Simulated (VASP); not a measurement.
Here is a VASP 6.6.1 calculation.

File INCAR:

```
SYSTEM = MgZn2TeSe2
PREC     = Accurate       ! precision mode
ENCUT    = 600            ! plane-wave cutoff, eV
EDIFF    = 1E-6           ! SCF threshold, eV
ISMEAR   = 0              ! smearing method
SIGMA    = 0.1            ! smearing width, eV
LREAL    = .FALSE.        ! projectors in reciprocal space
LASPH    = .TRUE.         ! aspherical terms in the spheres
NELM     = 60             ! most SCF steps
ALGO     = Normal         ! electronic algorithm
ISIF     = 3              ! what is computed and relaxed
LWAVE    = .FALSE.        ! write WAVECAR
LCHARG   = .FALSE.        ! write CHGCAR
GGA      = PE             ! functional
IBRION   = 2              ! ionic algorithm
NSW      = 90             ! ionic steps
EDIFFG   = -0.04          ! ionic threshold
```

KPOINTS

```
regular mesh
0
G
  4 4 4
  0 0 0
```

POSCAR

```
MgZn2TeSe2
1.0
    4.5428559400      0.0000000000      0.0000000000
    0.0000000000      4.5428559400      0.0000000000
    0.0000000000      0.0000000000      5.9774020500
Mg Zn Te Se
1 2 1 2
Direct
    0.0000000000      0.0000000000      0.5000000000
    0.5000000000      0.5000000000      0.2707569900
    0.5000000000      0.5000000000      0.7292430100
    0.0000000000      0.0000000000      0.0000000000
    0.0000000000      0.5000000000      0.0000000000
    0.5000000000      0.0000000000      0.0000000000
```

Potentials or basis: VASP PAW PBE potentials, release 64 (Mg, Zn, Te, Se).

The run is started by

```bash
$ cat potpaw_PBE.64/Mg/POTCAR potpaw_PBE.64/Zn/POTCAR potpaw_PBE.64/Te/POTCAR potpaw_PBE.64/Se/POTCAR > POTCAR
$ mpirun -np 1 vasp_std > vasp.out
```

(1) What does it give for the space group after relaxing (to 0.05 Å)?

(2) What does it give for the relaxed volume?

(3) Predict the relaxed cell.

(4) What does it give for the band gap on the k mesh?

## Answers

(1) P4/mmm (No. 123).

(2) 27.92 Å³/atom.

(3) a = 5.604 Å, b = 5.604 Å, c = 5.335 Å, α = 90.00°, β = 90.00°, γ = 90.00°.

(4) zero (band 22 reaches 2.86 eV, above the bottom of band 23 at 1.72 eV).

Caveat: the volume moved by over 15 % at a fixed basis, so the end points are rough; spin-orbit coupling is left out, which moves the levels of the heavy elements.
